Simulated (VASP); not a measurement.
**KBr: single point with PBEsol**

Crystal: KBr.

```
K Br
1.0
     5.57086    0.00000    0.00000
    -2.78543    4.82450    0.00000
     0.00000    0.00000    6.49438
K Br
2 2
Direct
  0.33333 0.66667 0.93750
  0.66667 0.33333 0.43750
  0.33333 0.66667 0.43750
  0.66667 0.33333 0.93750
```

```
Program             : VASP 6.6.1
Task                : single point
Functional          : PBEsol
Potentials or basis : VASP PAW PBE potentials, release 64 (K_sv, Br)
Cutoff              : 520 eV
k mesh              : 6 × 6 × 4
Occupations         : fermi-dirac, width 0.02 eV
Spin                : no spin polarisation
```

| Quantity | Value |
| --- | --- |
| Pressure | 0.0 GPa |
| Band gap on the k mesh | 4.20 eV |

Levels at points of the mesh, in eV from the valence-band top:
```csv
k point,band 12,band 13,band 14,band 15,band 16,band 17,band 18,band 19,band 20,band 21
"(0.00, 0.00, 0.00)",-0.51,-0.51,-0.31,-0.31,0.00,4.20,7.14,7.35,7.35,8.19
"(0.50, 0.00, 0.00)",-0.54,-0.49,-0.49,-0.27,-0.16,6.06,6.45,6.66,6.75,7.79
"(0.00, 0.00, 0.50)",-0.69,-0.43,-0.43,-0.43,-0.43,5.51,5.51,8.41,8.41,8.41
"(0.50, 0.00, 0.50)",-0.97,-0.38,-0.38,-0.30,-0.30,6.30,6.30,7.93,7.93,8.17
```

It took 68 s on 1 thread of Intel(R) Xeon(R) 6975P-C (Granite Rapids), with other jobs on the host, peak memory 0.32 GiB.

Caveat: the PAW data sets were made with another functional, which shifts forces and pressure a little. A k mesh can miss the band edges.
